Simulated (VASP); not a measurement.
# N (P6_3/mmc) in VASP: further runs

The runs below take N through single point, with PBEsol+D4.

Everything below comes from runs of VASP 6.6.1. Logs are shortened: lines on timing, memory, paths and dates and some standing lists are left out, and cuts for length are marked.

## Step 1: The cell of the first run

The structure is hexagonal, space group P6_3/mmc (No. 194). Conventional cell: a = 2.519 Å, b = 2.519 Å, c = 2.446 Å, α = 90.00°, β = 90.00°, γ = 120.00°. N (site symmetry -6m2) has 8 N at 1.90 to 2.45 Å within 2.5 Å.

## Step 2: Single point, PBEsol+D4

INCAR reads:

```
SYSTEM = N
PREC     = Accurate       ! precision mode
ENCUT    = 520            ! plane-wave cutoff, eV
EDIFF    = 1E-7           ! SCF threshold, eV
ISMEAR   = 1              ! smearing method
SIGMA    = 0.01           ! smearing width, eV
LREAL    = .False.        ! projectors in reciprocal space
LASPH    = .True.         ! aspherical terms in the spheres
NELM     = 100            ! most SCF steps
ALGO     = Normal         ! electronic algorithm
ISIF     = 2              ! what is computed and relaxed
LWAVE    = .False.        ! write WAVECAR
LCHARG   = .False.        ! write CHGCAR
GGA      = PS             ! functional
IVDW     = 13             ! dispersion correction
NBANDS   = 12             ! bands
```

KPOINTS reads:

```
regular mesh
0
Gamma
  6 6 5
  0 0 0
```

POSCAR reads:

```
N
1.0
    2.5194740000      0.0000000000      0.0000000000
   -1.2597370000      2.1819280000      0.0000000000
    0.0000000000      0.0000000000      2.4460020000
N
2
Direct
    0.6666666667      0.3333333333      0.2500000000
    0.3333333333      0.6666666667      0.7500000000
```

Potentials or basis: VASP PAW PBE potentials, release 64 (N).

Command:

```console
$ cat potpaw_PBE.64/N/POTCAR > POTCAR
$ mpirun -np 1 vasp_std > vasp.out
```

OUTCAR:

```text
SYSTEM = N
   PREC = Accurate
   ENCUT = 520
   EDIFF = 1E-7
   ISMEAR = 1
   LREAL = .False.
   LASPH = .True.
   NELM = 100
   ISIF = 2
   GGA = PS
   IVDW = 13

 ion  position               nearest neighbor table
   1  0.667  0.333  0.250-
   2  0.333  0.667  0.750-

  LATTYP: Found a hexagonal cell.
 ALAT       =     2.5194740000
 C/A-ratio  =     0.9708383575

  Lattice vectors:

 A1 = (   2.5194740000,   0.0000000000,   0.0000000000)
 A2 = (  -1.2597370000,   2.1819280000,   0.0000000000)
 A3 = (   0.0000000000,   0.0000000000,   2.4460020000)

Analysis of symmetry for initial positions (statically):
=====================================================================
 Subroutine PRICEL returns:
 Original cell was already a primitive cell.

 Routine SETGRP: Setting up the symmetry group for a
 hexagonal supercell.

 Subroutine GETGRP returns: Found 24 space group operations
 (whereof 12 operations were pure point group operations)
 out of a pool of 24 trial point group operations.

The static configuration has the point symmetry D_3d.
 The point group associated with its full space group is D_6h.

Analysis of symmetry for dynamics (positions and initial velocities):
=====================================================================
 Subroutine PRICEL returns:
 Original cell was already a primitive cell.

 Routine SETGRP: Setting up the symmetry group for a
 hexagonal supercell.

 Subroutine GETGRP returns: Found 24 space group operations
 (whereof 12 operations were pure point group operations)
 out of a pool of 24 trial point group operations.

The dynamic configuration has the point symmetry D_3d.
 The point group associated with its full space group is D_6h.

 Subroutine INISYM returns: Found 24 space group operations
 (whereof 12 operations are pure point group operations),
 and found     1 'primitive' translations

----------------------------------------------------------------------------------------

                                     Primitive cell

  volume of cell :      13.4464

  direct lattice vectors                    reciprocal lattice vectors
     2.519474000  0.000000000  0.000000000     0.396908244  0.229155133  0.000000000
    -1.259737000  2.181928000  0.000000000     0.000000000  0.458310265  0.000000000
     0.000000000  0.000000000  2.446002000     0.000000000  0.000000000  0.408830410

  length of vectors
     2.519474000  2.519473577  2.446002000     0.458310188  0.458310265  0.408830410

  position of ions in fractional coordinates (direct lattice)
     0.666666667  0.333333333  0.250000000
     0.333333333  0.666666667  0.750000000

  ion indices of the primitive-cell ions
   primitive index   ion index
                 1           1
                 2           2

----------------------------------------------------------------------------------------

 KPOINTS: regular mesh

Automatic generation of k-mesh.
 Grid dimensions read from file:
 generate k-points for:    6    6    5

 Generating k-lattice:

  Cartesian coordinates                     Fractional coordinates (reciprocal lattice)
     0.066151374  0.038192522  0.000000000     0.166666667  0.000000000  0.000000000
     0.000000000  0.076385044  0.000000000     0.000000000  0.166666667  0.000000000
     0.000000000  0.000000000  0.081766082     0.000000000  0.000000000  0.200000000

  Length of vectors
     0.076385031  0.076385044  0.081766082

  Shift w.r.t. Gamma in fractional coordinates (k-lattice)
     0.000000000  0.000000000  0.000000000

 Subroutine IBZKPT returns following result:
 ===========================================

 Found     21 irreducible k-points:

 Following reciprocal coordinates:
            Coordinates               Weight
  0.000000  0.000000  0.000000      1.000000
  0.166667 -0.000000  0.000000      6.000000
  0.333333 -0.000000  0.000000      6.000000
  0.500000 -0.000000  0.000000      3.000000
  0.166667  0.166667  0.000000      6.000000
  0.333333  0.166667  0.000000     12.000000
[... 13 lines left out ...]
  0.333333  0.166667  0.400000     24.000000
  0.333333  0.333333  0.400000      4.000000
   k-points           NKPTS =     21   k-points in BZ     NKDIM =     21   number of bands    NBANDS=     12
   number of dos      NEDOS =    301   number of ions     NIONS =      2
   total plane-waves  NPLWV =   7200
   dimension x,y,z NGX =    20 NGY =   20 NGZ =   18
   dimension x,y,z NGXF=    40 NGYF=   40 NGZF=   36
   ions per type =               2
   NGX,Y,Z   is equivalent  to a cutoff of  13.20, 13.20, 12.23 a.u.
   NGXF,Y,Z  is equivalent  to a cutoff of  26.39, 26.39, 24.47 a.u.
 SYSTEM =  N
   PREC   = accura    normal or accurate (medium, high low for compatibility)
   ISTART =      0    job   : 0-new  1-cont  2-samecut
   ICHARG =      2    charge: 1-file 2-atom 10-const
   ISPIN  =      1    spin polarized calculation?
   LNONCOLLINEAR =      F non collinear calculations
   LSORBIT =      F    spin-orbit coupling
   LASPH  =      T    aspherical Exc in radial PAW
   ENCUT  =  520.0 eV  38.22 Ry    6.18 a.u.   4.68  4.68  4.55*2*pi/ulx,y,z
   NELM   =    100;   NELMIN=  2; NELMDL= -5     # of ELM steps
   EDIFF  = 0.1E-06   stopping-criterion for ELM
   LREAL  =      F    real-space projection
   EDIFFG = 0.1E-05   stopping-criterion for IOM
   NSW    =      0    number of steps for IOM
   IBRION =     -1    ionic relax: 0-MD 1-quasi-New 2-CG
   NFREE  =      0    steps in history (QN), initial steepest desc. (CG)
   ISIF   =      2    stress and relaxation
   ISYM   =      2    0-nonsym 1-usesym 2-fastsym
   POTIM  = 0.5000    time-step for ionic-motion
   TEBEG  =    0.0;   TEEND  =   0.0 temperature during run
   PSTRESS=    0.0 pullay stress
   NELECT =      10.0000    total number of electrons
   NUPDOWN=      -1.0000    fix difference up-down
   EMIN   =  10.00;   EMAX   =-10.00  energy-range for DOS
   EFERMI =   0.00;   METHOD = LEGACY
   ISMEAR =     1;   SIGMA  =   0.01  broadening in eV -4-tet -1-fermi 0-gaus
   EFERMI_NEDOS =   21; number of points for ismear=-14 and -15
   IALGO  =     38    algorithm
   IMIX   =      4    mixing-type and parameters
     AMIX     =   0.40;   BMIX     =  1.00
     AMIX_MAG =   1.60;   BMIX_MAG =  1.00
  volume/ion in A,a.u.               =       6.72        45.37
  Fermi-wavevector in a.u.,A,eV,Ry     =   1.483221  2.802881 29.932053  2.199944
  Thomas-Fermi vector in A             =   2.596909
   LORBIT       =      0    0 simple, 1 ext, 2 COOP (PROOUT), +10 PAW based schemes
   GGA     = PS    functional components
   LHFCALC =     F    Hartree Fock is set to
   AEXX    =    0.0000 exact exchange contribution
   IVDW    =    13    specifies the selected vdW correction
   LEPSILON=     F    determine dielectric tensor
   LRPA    =     F    only Hartree local field effects (RPA)
 non-spin polarized calculation
 Methfessel and Paxton  Order N= 1 SIGMA  =   0.01
  energy-cutoff  :      520.00
  volume of cell :       13.45
 maximum number of plane-waves:       381
 NGX is ok and might be reduce to    20

 number of electron      10.0000000 magnetization

 Free energy of the ion-electron system (eV)
  ---------------------------------------------------
  ext. energy  EPLUGINS =         0.00000000
  ---------------------------------------------------
  free energy    TOTEN  =       -10.50792501 eV

  energy without entropy =      -10.50786232  energy(sigma->0) =      -10.50790411

 E-fermi :   7.0737     XC(G=0): -13.2730

 val. band max:        7.0737433489   @ k =   0.3333   0.3333   0.0000
 cond. band min:       7.0737459832   @ k =   0.3333   0.3333   0.0000
 fundamental gap:      0.0000026343
 Fermi energy:         7.0737446661

 k-point     1 :       0.0000    0.0000    0.0000
  band No.  band energies     occupation
      1     -15.1012      2.00000
      2       1.3837      2.00000
      3       2.1564      2.00000
      4       4.6327      2.00000
      5       4.6327      2.00000
      6       9.8209      0.00000
      7       9.8209      0.00000
      8      13.1415      0.00000
      9      21.2943      0.00000
     10      24.7984      0.00000
     11      32.1822      0.00000
     12      32.1822      0.00000

 k-point     2 :       0.1667   -0.0000    0.0000
  band No.  band energies     occupation
      1     -14.4325      2.00000
      2      -0.5997      2.00000
      3       2.6978      2.00000
      4       3.7371      2.00000
      5       4.7741      2.00000
      6       9.6076      0.00000
      7      10.6705      0.00000
      8      12.2970      0.00000
      9      22.6228      0.00000
     10      24.3925      0.00000
     11      33.3110      0.00000
     12      33.3749      0.00000

 k-point     3 :       0.3333   -0.0000    0.0000
  band No.  band energies     occupation
      1     -12.5134      2.00000
      2      -4.5785      2.00000
      3       2.4729      2.00000
      4       4.1659      2.00000
      5       4.8132      2.00000
      6       9.5542      0.00000
      7      10.2574      0.00000
      8      11.7470      0.00000
      9      21.4825      0.00000
     10      27.5483      0.00000
     11      34.3330      0.00000
     12      35.0718      0.00000

 k-point     4 :       0.5000   -0.0000    0.0000
  band No.  band energies     occupation
      1     -10.4478      2.00000
      2      -7.5094      2.00000
      3       1.9720      2.00000
      4       4.7549      2.00000
      5       5.4624      2.00000
      6       8.6885      0.00000
      7       9.7271      0.00000
      8      12.1121      0.00000
      9      20.3871      0.00000
     10      30.8556      0.00000
     11      32.9234      0.00000
     12      34.4104      0.00000

 k-point     5 :       0.1667    0.1667    0.0000
  band No.  band energies     occupation
      1     -13.1306      2.00000
      2      -3.1806      2.00000
      3       1.5547      2.00000
      4       3.7171      2.00000
      5       5.7797      2.00000
      6       9.7083      0.00000
      7      10.8619      0.00000
      8      11.2572      0.00000
      9      23.3415      0.00000
     10      24.7159      0.00000
     11      34.1545      0.00000
     12      34.6945      0.00000
[... 183 lines left out ...]
      1      -7.6133      2.00000
      2      -5.5243      2.00000
      3      -2.2182      2.00000
      4       0.0195      2.00000
      5       4.7740      2.00000
      6       7.7902      0.00000
      7       9.9564      0.00000
      8      11.8513      0.00000
      9      25.0034      0.00000
     10      27.1518      0.00000
     11      36.5192      0.00000
     12      38.5064      0.00000

 k-point    19 :       0.1667    0.1667    0.4000
  band No.  band energies     occupation
      1     -10.0209      2.00000
      2      -6.4326      2.00000
      3       0.7282      2.00000
      4       3.3829      2.00000
      5       4.7377      2.00000
      6       7.4228      0.00000
      7      10.8970      0.00000
      8      11.9399      0.00000
      9      24.8822      0.00000
     10      27.3606      0.00000
     11      32.3357      0.00000
     12      35.5973      0.00000

 k-point    20 :       0.3333    0.1667    0.4000
  band No.  band energies     occupation
      1      -7.8787      2.00000
      2      -5.3089      2.00000
      3      -1.6836      2.00000
      4       0.6888      2.00000
      5       3.0638      2.00000
      6       6.3998      2.00000
      7      11.5186      0.00000
      8      12.5645      0.00000
      9      25.4127      0.00000
     10      27.7620      0.00000
     11      35.1124      0.00000
     12      37.8862      0.00000

 k-point    21 :       0.3333    0.3333    0.4000
  band No.  band energies     occupation
      1      -6.0270      2.00000
      2      -6.0270      2.00000
      3      -0.7298      2.00000
      4      -0.7298      2.00000
      5       1.3076      2.00000
      6       5.0797      2.00000
      7      12.8360      0.00000
      8      12.8360      0.00000
      9      26.1908      0.00000
     10      28.5907      0.00000
     11      36.7869      0.00000
     12      36.7869      0.00000

------------------------ aborting loop because EDIFF is reached ----------------------------------------

  DFT-D4 for vdW energy calculation

  Edisp (eV):   -0.18574

  FORCE on cell =-STRESS in cart. coord.  units (eV):
  Direction    XX          YY          ZZ          XY          YZ          ZX
  --------------------------------------------------------------------------------------
  -------------------------------------------------------------------------------------
  Total      -0.26306    -0.26306    -0.47566     0.00000     0.00000     0.00000
  in kB     -31.34433   -31.34432   -56.67631     0.00000     0.00000     0.00000
  external pressure =      -39.79 kB  Pullay stress =        0.00 kB

 VOLUME and BASIS-vectors are now :
 -----------------------------------------------------------------------------
  energy-cutoff  :      520.00
  volume of cell :       13.45
      direct lattice vectors                 reciprocal lattice vectors
     2.519474000  0.000000000  0.000000000     0.396908244  0.229155133  0.000000000
    -1.259737000  2.181928000  0.000000000     0.000000000  0.458310265  0.000000000
     0.000000000  0.000000000  2.446002000     0.000000000  0.000000000  0.408830410

 POSITION                                       TOTAL-FORCE (eV/Angst)
 -----------------------------------------------------------------------------------
      1.25974      0.72731      0.61150         0.000000     -0.000000      0.000000
     -0.00000      1.45462      1.83450        -0.000000      0.000000      0.000000
 -----------------------------------------------------------------------------------
    total drift:                               -0.000000      0.000000      0.000000

  FREE ENERGIE OF THE ION-ELECTRON SYSTEM (eV)
  ---------------------------------------------------
  free  energy   TOTEN  =       -10.6936664121 eV

  energy  without entropy=      -10.6936037244  energy(sigma->0) =      -10.69364552
```

Run time: 7 s. Hardware: 1 thread of Intel Xeon 8259CL, shared host; peak memory 0.11 GiB.

What came out:

* Free energy: -10.6937 eV
* Pressure: -4.0 GPa
* Band gap on the k mesh: zero (band 5 reaches 7.92 eV, above the bottom of band 6 at 5.08 eV)
* Dispersion energy per atom: -0.093 eV

Stress tensor (GPa, compression positive):
```
-3.13  0.00  0.00
 0.00 -3.13  0.00
 0.00  0.00 -5.67
```

Levels at points of the mesh, in eV from the Fermi level:
```csv
k point,band 2,band 3,band 4,band 5,band 6,band 7,band 8,band 9
"(0.00, 0.00, 0.00)",-5.69,-4.92,-2.44,-2.44,2.75,2.75,6.07,14.22
"(0.50, 0.00, 0.00)",-14.58,-5.10,-2.32,-1.61,1.61,2.65,5.04,13.31
```

Caveat: the k points lie up to 0.51 Å⁻¹ apart; the PAW data sets were made with another functional, which shifts forces and pressure a little; pairwise dispersion overbinds metals, which lowers pressure and volume.

## Step 3: Single point, PBEsol+D4

This run uses another cell than the first one: it holds 4 atoms, not 2.

INCAR reads:

```
  ALGO = Normal
  EDIFF = 1E-7
  ENCUT = 520
  GGA = PS
  ISIF = 2
  ISMEAR = 1
  IVDW = 13
  LASPH = T
  LCHARG = F
  LREAL = F
  LWAVE = F
  NBANDS = 18
  NELM = 100
  PREC = Accurate
  SIGMA = 0.01
```

KPOINTS reads:

```
k-points
0
Gamma
  4 4 2
```

POSCAR reads:

```
N
1.0
    4.1672330000      0.0000000000      0.0000000000
   -2.0836165000      3.6089296415      0.0000000000
    0.0000000000      0.0000000000      7.0060040000
N
4
Direct
    0.3333333333      0.6666666667      0.3289300000
    0.3333333333      0.6666666667      0.1710700000
    0.6666666667      0.3333333333      0.8289300000
    0.6666666667      0.3333333333      0.6710700000
```

Potentials or basis: VASP PAW PBE potentials, release 64 (N).

Command:

```console
$ cat potpaw_PBE.64/N/POTCAR > POTCAR
$ mpirun -np 1 vasp_std > vasp.out
```

It took 19 s on 1 thread of Intel Xeon 8259CL, shared host; peak memory 0.21 GiB.

Results (log left out):

| Property | Result |
| --- | --- |
| Free energy | -34.2335 eV |
| Pressure | 0.8 GPa |
| Largest force | 0.891 eV/Å |
| Band gap on the k mesh | 7.06 eV, indirect (least direct gap 7.28 eV) |
| Dispersion energy per atom | -0.026 eV |

Forces in eV/Å, atoms in the order of the input:
```
N    0.000  0.000  0.891
N    0.000  0.000 -0.891
N    0.000  0.000  0.891
N    0.000  0.000 -0.891
```

Stress tensor (GPa, compression positive):
```
-0.17  0.00  0.00
 0.00 -0.17  0.00
 0.00  0.00  2.79
```

Levels at points of the mesh, in eV from the valence-band top:
```
           k point  band 8  band 9  band 10  band 11  band 12  band 13
(0.00, 0.00, 0.00)   -1.74   -1.10     0.00     7.69     7.69     8.16
(0.50, 0.00, 0.00)   -1.77   -0.56    -0.22     7.08     7.41     7.77
(0.00, 0.00, 0.50)   -1.79   -0.50    -0.50     7.91     7.91     7.91
(0.50, 0.00, 0.50)   -1.85   -0.43    -0.43     7.43     7.43     7.81
```

Caveat: the k points lie up to 0.45 Å⁻¹ apart; the standard files for N, O and F lose accuracy on very short bonds; the PAW data sets were made with another functional, which shifts forces and pressure a little.
